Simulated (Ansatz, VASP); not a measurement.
**One calculation of Ni, two programs**

```xyz
2
Lattice="2.4480 0.0000 0.0000 -1.2240 2.1200 0.0000 0.0000 0.0000 4.0728" Properties=species:S:1:pos:R:3 pbc="T T T"
Ni    0.0000    1.4134    1.0182
Ni    1.2240    0.7067    3.0546
```

Alike in both runs: task relaxation of cell and atoms; functional PBEsol; k mesh 15 × 15 × 8; occupations fermi-dirac, width 0.1 eV; collinear spin.

|  | VASP | Ansatz |
| --- | --- | --- |
| version | VASP 6.6.1 | Ansatz 0.2.0 |
| potentials or method | VASP PAW PBE potentials, release 64 (Ni) | plane waves, PAW |
| plane-wave cutoff (eV) | 600 | 420 |
| valence electrons in the cell | 20 | 36 |

```csv
,VASP,Ansatz,Ansatz less VASP
net moment per atom (μB),0.00,0.63,+0.630
size of the moment on the site where the two differ most (μB),0.00,0.66,+0.663
relaxed volume (Å³/atom),10.39,10.43,+0.044
relaxed length of the cell vector where the two differ most in proportion (Å),2.444,2.450,+0.0060
```

The net moments are unlike, so the other rows may belong to different states. VASP's potentials were made for PBE, not for PBEsol. Site moments also hang on the region over which each program counts them. VASP's potentials hold 20 valence electrons a cell and Ansatz's 36, so a difference there can come from the potentials and not from the codes. Ansatz's warnings: seeded moment not kept.
